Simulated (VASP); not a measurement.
Set up this calculation in VASP 6.6.1, as the native input.

```
Task                   : single point
Functional             : r2SCAN
Potentials or basis    : VASP PAW PBE potentials, release 64 (Al)
Cutoff                 : 520 eV
k mesh                 : 2 × 2 × 2
Occupations            : fermi-dirac, width 0.05 eV
Spin                   : no spin polarisation
Dipole correction      : no
Further INCAR settings : LREAL = Auto; ALGO = Normal; EDIFF = 1e-07; NBANDS = 68
```

System: Al (a cell with a defect).

```
Al
1.0
     8.10000    0.00000    0.00000
     0.00000    8.10000    0.00000
     0.00000    0.00000    8.10000
Al
31
Direct
  0.49763 0.99610 0.00131
  0.75025 0.24564 0.00477
  0.00288 0.99607 0.00122
  0.25021 0.25060 0.99348
  0.49499 0.50172 0.99757
  0.75023 0.74702 0.99901
  0.25027 0.99819 0.24842
  0.47855 0.25900 0.24271
  0.75024 0.49793 0.25070
  0.48335 0.99449 0.50645
  0.75020 0.09810 0.33623
  0.75028 0.99937 0.75224
  0.00550 0.50166 0.99762
  0.25025 0.74837 0.99869
  0.02186 0.25892 0.24279
  0.25022 0.50802 0.24785
  0.49800 0.74906 0.24594
  0.01703 0.99448 0.50643
  0.25027 0.25239 0.50254
  0.49632 0.50044 0.50319
  0.75027 0.75387 0.49542
  0.25025 0.99739 0.75598
  0.49731 0.25344 0.75161
  0.75022 0.49913 0.75038
  0.00247 0.74901 0.24592
  0.00417 0.50049 0.50321
  0.25024 0.74522 0.50144
  0.00315 0.25344 0.75163
  0.25026 0.50000 0.75089
  0.49486 0.74755 0.75168
  0.00567 0.74756 0.75169
```

The input as run:

POSCAR

```
Al
1.0
    8.1000000000      0.0000000000      0.0000000000
    0.0000000000      8.1000000000      0.0000000000
    0.0000000000      0.0000000000      8.1000000000
Al
31
Direct
    0.4976322222     -0.0038974074      0.0013071605
    0.7502506173      0.2456376543      0.0047683951
    0.0028793827     -0.0039318519      0.0012211111
    0.2502138272      0.2506032099     -0.0065222222
    0.4949918519      0.5017227160     -0.0024325926
    0.7502302469      0.7470200000     -0.0009891358
    0.2502658025     -0.0018116049      0.2484224691
    0.4785480247      0.2589991358      0.2427116049
    0.7502366667      0.4979295062      0.2507017284
    0.4833471605     -0.0055060494      0.5064527160
    0.7501970370      0.0980962963      0.3362311111
    0.7502809877     -0.0006302469      0.7522350617
    0.0055029630      0.5016608642     -0.0023814815
    0.2502525926      0.7483732099     -0.0013112346
    0.0218551852      0.2589211111      0.2427903704
    0.2502166667      0.5080161728      0.2478512346
    0.4980043210      0.7490608642      0.2459367901
    0.0170307407     -0.0055228395      0.5064286420
    0.2502656790      0.2523934568      0.5025392593
    0.4963197531      0.5004388889      0.5031911111
    0.7502660494      0.7538666667      0.4954171605
    0.2502493827     -0.0026118519      0.7559767901
    0.4973101235      0.2534388889      0.7516090123
    0.7502239506      0.4991346914      0.7503827160
    0.0024681481      0.7490081481      0.2459177778
    0.0041693827      0.5004850617      0.5032092593
    0.2502351852      0.7452216049      0.5014362963
    0.0031544444      0.2534422222      0.7516293827
    0.2502629630      0.4999980247      0.7508929630
    0.4948575309      0.7475538272      0.7516830864
    0.0056729630      0.7475603704      0.7516870370
```

INCAR.step1

```
SYSTEM = Al
PREC     = Accurate       ! precision mode
ENCUT    = 520            ! plane-wave cutoff, eV
ISMEAR   = -1             ! smearing method
SIGMA    = 0.05           ! smearing width, eV
LREAL    = Auto         
LASPH    = .True.         ! aspherical terms in the spheres
NELM     = 80             ! most SCF steps
NBANDS   = 68             ! bands
GGA      = PE             ! functional
ALGO     = Normal         ! electronic algorithm
EDIFF    = 1E-4           ! SCF threshold, eV
LWAVE    = .True.         ! write WAVECAR
LCHARG   = .False.        ! write CHGCAR
```

INCAR.step2

```
SYSTEM = Al
PREC     = Accurate       ! precision mode
ENCUT    = 520            ! plane-wave cutoff, eV
EDIFF    = 1E-7           ! SCF threshold, eV
ISMEAR   = -1             ! smearing method
SIGMA    = 0.05           ! smearing width, eV
LREAL    = Auto         
LASPH    = .True.         ! aspherical terms in the spheres
NELM     = 80             ! most SCF steps
ALGO     = Normal         ! electronic algorithm
ISIF     = 2              ! what is computed and relaxed
LWAVE    = .False.        ! write WAVECAR
LCHARG   = .True.         ! write CHGCAR
METAGGA  = R2SCAN         ! meta-GGA
LMIXTAU  = .True.       
LELF     = .True.         ! ELF
LVHAR    = .True.       
NBANDS   = 68             ! bands
ISTART   = 1
```

KPOINTS

```
Automatic mesh
0
Gamma
  2 2 2
  0 0 0
```

Potentials or basis: VASP PAW PBE potentials, release 64 (Al).

The run is started by

```sh
$ cat potpaw_PBE.64/Al/POTCAR > POTCAR
$ cp INCAR.step1 INCAR
$ mpirun -np 1 vasp_std > vasp.out
$ cp INCAR.step2 INCAR
$ mpirun -np 1 vasp_std > vasp.out
```

It gave:

The pressure is -3.4 GPa. The largest force is 0.378 eV/Å. The band gap on the k mesh is zero (an odd number of electrons rules out a gap without spin polarisation).

Caveat: the k points lie up to 0.39 Å⁻¹ apart, too coarse for converged energies and pressures of a metal; the PAW data sets were made with another functional, which shifts forces and pressure a little.

Wall time 32 min on 1 thread of Oxide Virtual Turin-like Processor (shared host), peak memory 0.58 GiB.
